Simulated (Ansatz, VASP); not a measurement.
**Two plane-wave programs on InSb**

```xyz
2
Lattice="2.9755 0.0000 0.0000 0.0000 3.0362 0.0000 0.0000 0.0000 6.3402" Properties=species:S:1:pos:R:3 pbc="T T T"
In    0.0000    0.0000    0.0000
Sb    0.0000    0.0000    3.1701
```

Change from the starting cell: normal strain along x -0.0200, normal strain along z +0.0400.

Alike in both runs: task single point; functional PBEsol; k mesh 14 × 14 × 8; occupations gaussian, width 0.15 eV; no spin polarisation.

|  | VASP | Ansatz |
| --- | --- | --- |
| version | VASP 6.6.1 | Ansatz 0.2.0 |
| potentials or method | VASP PAW PBE potentials, release 64 (In_d, Sb), cutoff 500 eV | scalar-relativistic, plane waves, PAW |
| valence electrons in the cell | 18 | 28 |

VASP gave:

* gap on the k mesh at the Fermi level (eV): none
* pressure (GPa): -0.5
* traceless stress, the component that is largest in VASP (GPa): -2.85

What did Ansatz give for the same quantities?

gap on the k mesh at the Fermi level (eV): none; pressure (GPa): -0.6; traceless stress, the component that is largest in VASP (GPa): -2.82.

VASP's potentials were made for PBE, not for PBEsol, and Ansatz warns of the same on its side. A gap of «none» marks a metal or a gap that the smearing closes. VASP's potentials hold 18 valence electrons a cell and Ansatz's 28, so a difference there can come from the potentials and not from the codes.

Spin-orbit coupling is off throughout.
